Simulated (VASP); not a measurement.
# BiS (Pm-3m) in VASP: density of states with PBE

Aim: the density of states of BiS with PBE.

Everything below comes from runs of VASP 6.6.1. Logs are shortened: lines on timing, memory, paths and dates and some standing lists are left out, and cuts for length are marked.

## (1) The cell of the first run

The structure is cubic, space group Pm-3m (No. 221). The conventional cell has a = 3.580 Å, b = 3.580 Å, c = 3.580 Å, α = 90.00°, β = 90.00°, γ = 90.00°. Within 4.1 Å of Bi (site symmetry m-3m) lie 8 S at 3.10 Å and 6 Bi at 3.58 Å. S (site symmetry m-3m) has 8 Bi at 3.10 Å and 6 S at 3.58 Å within 4.1 Å.

## (2) Density of states, PBE

File POSCAR:

```
BiS
1.0
    3.5798271504      0.0000000000      0.0000000000
    0.0000000000      3.5798271504      0.0000000000
    0.0000000000      0.0000000000      3.5798271504
Bi S
1 1
Direct
    0.0000000000      0.0000000000      0.0000000000
    0.5000000000      0.5000000000      0.5000000000
```

File INCAR.step1:

```
ALGO = Normal ; EDIFF = 1E-7
ENCUT = 520 ; GGA = PE
ISIF = 2 ; ISMEAR = 0
LASPH = T ; LCHARG = T
LREAL = F ; LWAVE = F
NBANDS = 18 ; NELM = 100
PREC = Accurate ; SIGMA = 0.05
```

File KPOINTS.step1:

```
k-points
0
Gamma
  10 10 10
```

File INCAR.step2:

```
ALGO = Normal ; EDIFF = 1E-7
ENCUT = 520 ; GGA = PE
ICHARG = 11 ; ISIF = 2
ISMEAR = -5 ; LASPH = T
LCHARG = F ; LORBIT = 11
LREAL = F ; LWAVE = F
NBANDS = 18 ; NEDOS = 1001
NELM = 100 ; PREC = Accurate
SIGMA = 0.05
```

File KPOINTS.step2:

```
k-points
0
Gamma
  15 15 15
```

Potentials or basis: VASP PAW PBE potentials, release 64 (Bi_d, S).

Run with:

```console
$ cat potpaw_PBE.64/Bi_d/POTCAR potpaw_PBE.64/S/POTCAR > POTCAR
$ cp INCAR.step1 INCAR
$ cp KPOINTS.step1 KPOINTS
$ mpirun -np 1 vasp_std > vasp.out
$ cp INCAR.step2 INCAR
$ cp KPOINTS.step2 KPOINTS
$ mpirun -np 1 vasp_std > vasp.out
```

OUTCAR:

```text
EDIFF = 1E-7
   ENCUT = 520
   GGA = PE
   ICHARG = 11
   ISIF = 2
   ISMEAR = -5
   LASPH = T
   LORBIT = 11
   LREAL = F
   NELM = 100
   PREC = Accurate

 ion  position               nearest neighbor table
   1  0.000  0.000  0.000-   2 3.10   2 3.10   2 3.10   2 3.10   2 3.10   2 3.10   2 3.10   2 3.10

   2  0.500  0.500  0.500-   1 3.10   1 3.10   1 3.10   1 3.10   1 3.10   1 3.10   1 3.10   1 3.10

  LATTYP: Found a simple cubic cell.
 ALAT       =     3.5798271504

  Lattice vectors:

 A1 = (   3.5798271504,   0.0000000000,   0.0000000000)
 A2 = (   0.0000000000,   3.5798271504,   0.0000000000)
 A3 = (   0.0000000000,   0.0000000000,   3.5798271504)

Analysis of symmetry for initial positions (statically):
=====================================================================
 Subroutine PRICEL returns:
 Original cell was already a primitive cell.

 Routine SETGRP: Setting up the symmetry group for a
 simple cubic supercell.

 Subroutine GETGRP returns: Found 48 space group operations
 (whereof 48 operations were pure point group operations)
 out of a pool of 48 trial point group operations.

The static configuration has the point symmetry O_h .

Analysis of symmetry for dynamics (positions and initial velocities):
=====================================================================
 Subroutine PRICEL returns:
 Original cell was already a primitive cell.

 Routine SETGRP: Setting up the symmetry group for a
 simple cubic supercell.

 Subroutine GETGRP returns: Found 48 space group operations
 (whereof 48 operations were pure point group operations)
 out of a pool of 48 trial point group operations.

The dynamic configuration has the point symmetry O_h .

 Subroutine INISYM returns: Found 48 space group operations
 (whereof 48 operations are pure point group operations),
 and found     1 'primitive' translations

----------------------------------------------------------------------------------------

                                     Primitive cell

  volume of cell :      45.8761

  direct lattice vectors                    reciprocal lattice vectors
     3.579827150  0.000000000  0.000000000     0.279343096  0.000000000  0.000000000
     0.000000000  3.579827150  0.000000000     0.000000000  0.279343096  0.000000000
     0.000000000  0.000000000  3.579827150     0.000000000  0.000000000  0.279343096

  length of vectors
     3.579827150  3.579827150  3.579827150     0.279343096  0.279343096  0.279343096

  position of ions in fractional coordinates (direct lattice)
     0.000000000  0.000000000  0.000000000
     0.500000000  0.500000000  0.500000000

  ion indices of the primitive-cell ions
   primitive index   ion index
                 1           1
                 2           2

----------------------------------------------------------------------------------------

 KPOINTS: k-points

Automatic generation of k-mesh.
 Grid dimensions read from file:
 generate k-points for:   15   15   15

 Generating k-lattice:

  Cartesian coordinates                     Fractional coordinates (reciprocal lattice)
     0.018622873  0.000000000  0.000000000     0.066666667  0.000000000  0.000000000
     0.000000000  0.018622873  0.000000000     0.000000000  0.066666667  0.000000000
     0.000000000  0.000000000  0.018622873     0.000000000  0.000000000  0.066666667

  Length of vectors
     0.018622873  0.018622873  0.018622873

  Shift w.r.t. Gamma in fractional coordinates (k-lattice)
     0.000000000  0.000000000  0.000000000

 TETIRR: Found   1667 inequivalent tetrahedra from    20250

 Subroutine IBZKPT returns following result:
 ===========================================

 Found    120 irreducible k-points:

 Following reciprocal coordinates:
            Coordinates               Weight
  0.000000  0.000000  0.000000      1.000000
  0.066667  0.000000  0.000000      6.000000
  0.133333  0.000000  0.000000      6.000000
  0.200000  0.000000  0.000000      6.000000
  0.266667  0.000000  0.000000      6.000000
  0.333333  0.000000  0.000000      6.000000
[... 16 lines left out ...]
  0.266667  0.200000  0.000000     24.000000
  0.333333  0.200000  0.000000     24.000000
 [... further k-points ...]
   k-points           NKPTS =    120   k-points in BZ     NKDIM =    120   number of bands    NBANDS=     18
   number of dos      NEDOS =   1001   number of ions     NIONS =      2
   total plane-waves  NPLWV =  21952
   dimension x,y,z NGX =    28 NGY =   28 NGZ =   28
   dimension x,y,z NGXF=    56 NGYF=   56 NGZF=   56
   ions per type =               1   1
   NGX,Y,Z   is equivalent  to a cutoff of  13.00, 13.00, 13.00 a.u.
   NGXF,Y,Z  is equivalent  to a cutoff of  26.01, 26.01, 26.01 a.u.
 SYSTEM =  unknown system
   PREC   = accura    normal or accurate (medium, high low for compatibility)
   ISTART =      0    job   : 0-new  1-cont  2-samecut
   ICHARG =     11    charge: 1-file 2-atom 10-const
   ISPIN  =      1    spin polarized calculation?
   LNONCOLLINEAR =      F non collinear calculations
   LSORBIT =      F    spin-orbit coupling
   LASPH  =      T    aspherical Exc in radial PAW
   ENCUT  =  520.0 eV  38.22 Ry    6.18 a.u.   6.66  6.66  6.66*2*pi/ulx,y,z
   NELM   =    100;   NELMIN=  2; NELMDL=  0     # of ELM steps
   EDIFF  = 0.1E-06   stopping-criterion for ELM
   LREAL  =      F    real-space projection
   EDIFFG = 0.1E-05   stopping-criterion for IOM
   NSW    =      0    number of steps for IOM
   IBRION =     -1    ionic relax: 0-MD 1-quasi-New 2-CG
   NFREE  =      0    steps in history (QN), initial steepest desc. (CG)
   ISIF   =      2    stress and relaxation
   ISYM   =      2    0-nonsym 1-usesym 2-fastsym
   POTIM  = 0.5000    time-step for ionic-motion
   TEBEG  =    0.0;   TEEND  =   0.0 temperature during run
   PSTRESS=    0.0 pullay stress
   NELECT =      21.0000    total number of electrons
   NUPDOWN=      -1.0000    fix difference up-down
   EMIN   =  10.00;   EMAX   =-10.00  energy-range for DOS
   EFERMI =   0.00;   METHOD = LEGACY
   ISMEAR =    -5;   SIGMA  =   0.05  broadening in eV -4-tet -1-fermi 0-gaus
   EFERMI_NEDOS =   21; number of points for ismear=-14 and -15
   IALGO  =     38    algorithm
   IMIX   =      4    mixing-type and parameters
     AMIX     =   0.40;   BMIX     =  1.00
     AMIX_MAG =   1.60;   BMIX_MAG =  1.00
  volume/ion in A,a.u.               =      22.94       154.79
  Fermi-wavevector in a.u.,A,eV,Ry     =   1.261690  2.384248 21.658580  1.591861
  Thomas-Fermi vector in A             =   2.395136
   LORBIT       =     11    0 simple, 1 ext, 2 COOP (PROOUT), +10 PAW based schemes
   GGA     = PE    functional components
   LHFCALC =     F    Hartree Fock is set to
   AEXX    =    0.0000 exact exchange contribution
   IVDW    =     0    specifies the selected vdW correction
   LEPSILON=     F    determine dielectric tensor
   LRPA    =     F    only Hartree local field effects (RPA)
 non-spin polarized calculation
 Fermi weights with tetrahedron method with Bloechl corrections
  energy-cutoff  :      520.00
  volume of cell :       45.88
 maximum number of plane-waves:      1261
 NGX is ok and might be reduce to    28

 number of electron      20.9999997 magnetization

 Free energy of the ion-electron system (eV)
  ---------------------------------------------------
  ext. energy  EPLUGINS =         0.00000000
  ---------------------------------------------------
  free energy    TOTEN  =        -7.95420319 eV

  energy without entropy =       -7.95420319  energy(sigma->0) =       -7.95420319

 E-fermi :   8.4405     XC(G=0): -10.6694

 val. band max:        8.4836486912   @ k =   0.3333   0.0000   0.0000
 cond. band min:       8.3964687239   @ k =   0.4667   0.4667   0.2667
 fundamental gap:     -0.0871799674
 Fermi energy:         8.4404672753

 k-point     1 :       0.0000    0.0000    0.0000
  band No.  band energies     occupation
      1     -15.3753      2.00000
      2     -15.3753      2.00000
      3     -15.2407      2.00000
      4     -15.2407      2.00000
      5     -15.2407      2.00000
      6      -6.9425      2.00000
[... 10 lines left out ...]
     17      19.8359      0.00000
     18      19.8359      0.00000

 k-point     2 :       0.0667    0.0000    0.0000
  band No.  band energies     occupation
      1     -15.3751      2.00000
      2     -15.3706      2.00000
      3     -15.2422      2.00000
      4     -15.2422      2.00000
      5     -15.2405      2.00000
      6      -6.8970      2.00000
[... 10 lines left out ...]
     17      19.7569      0.00000
     18      19.8104      0.00000

 k-point     3 :       0.1333    0.0000    0.0000
  band No.  band energies     occupation
      1     -15.3745      2.00000
      2     -15.3573      2.00000
      3     -15.2464      2.00000
      4     -15.2464      2.00000
      5     -15.2401      2.00000
      6      -6.7612      2.00000
[... 10 lines left out ...]
     17      19.5588      0.00000
     18      19.8105      0.00000

 k-point     4 :       0.2000    0.0000    0.0000
  band No.  band energies     occupation
      1     -15.3736      2.00000
      2     -15.3378      2.00000
      3     -15.2526      2.00000
      4     -15.2526      2.00000
      5     -15.2396      2.00000
      6      -6.5374      2.00000
[... 375 lines left out ...]
      4     -15.2517      2.00000
      5     -15.2508      2.00000
      6      -6.1453      2.00000
[... 10 lines left out ...]
     17      17.8012      0.00000
     18      20.9225      0.00000

 k-point    23 :       0.2667    0.2000    0.0000
  band No.  band energies     occupation
      1     -15.3499      2.00000
      2     -15.2980      2.00000
      3     -15.2749      2.00000
      4     -15.2583      2.00000
      5     -15.2504      2.00000
      6      -5.8520      2.00000
[... 10 lines left out ...]
     17      17.5822      0.00000
     18      20.0793      0.00000

 k-point    24 :       0.3333    0.2000    0.0000
  band No.  band energies     occupation
      1     -15.3474      2.00000
      2     -15.2828      2.00000
      3     -15.2777      2.00000
      4     -15.2649      2.00000
      5     -15.2497      2.00000
      6      -5.4957      2.00000
[... 10 lines left out ...]
     17      17.9819      0.00000
     18      19.3812      0.00000

 [... further k-points ...]
[... 5 lines left out ...]
  --------------------------------------------------------------------------------------
  -------------------------------------------------------------------------------------
  Total        0.0419834      0.0419834      0.0419834      0.0000000      0.0000000     -0.0000000
  in kB        1.4662281      1.4662281      1.4662281      0.0000000      0.0000000     -0.0000000
  external PRESSURE =       1.4662281 kB  Pullay stress =       0.0000000 kB

 VOLUME and BASIS-vectors are now :
 -----------------------------------------------------------------------------
  energy-cutoff  :      520.00
  volume of cell :       45.88
      direct lattice vectors                 reciprocal lattice vectors
     3.579827150  0.000000000  0.000000000     0.279343096  0.000000000  0.000000000
     0.000000000  3.579827150  0.000000000     0.000000000  0.279343096  0.000000000
     0.000000000  0.000000000  3.579827150     0.000000000  0.000000000  0.279343096

 POSITION                                       TOTAL-FORCE (eV/Angst)
 -----------------------------------------------------------------------------------
      0.00000      0.00000      0.00000         0.000000      0.000000      0.000000
      1.78991      1.78991      1.78991         0.000000      0.000000      0.000000
 -----------------------------------------------------------------------------------
    total drift:                               -0.000000      0.000000     -0.000000

  FREE ENERGIE OF THE ION-ELECTRON SYSTEM (eV)
  ---------------------------------------------------
  free  energy   TOTEN  =        -7.9542031946 eV

  energy  without entropy=       -7.9542031946  energy(sigma->0) =       -7.95420319

 total charge

# of ion       s       p       d       tot
------------------------------------------
    1        1.606   1.045   9.947  12.599
    2        1.379   2.249   0.000   3.628
--------------------------------------------------
tot          2.985   3.295   9.947  16.227
```

Wall time 37 s (1 thread of Intel Xeon 6975P-C (Granite Rapids), shared host); peak memory 0.21 GiB.

What came out:

| Item | Value |
| --- | --- |
| Valence electrons inside the program's atomic spheres | Bi 12.60; S 3.63 |

Caveat: spin-orbit coupling is left out, which moves the levels of the heavy elements; tetrahedron occupations give inexact forces and stress in metals.
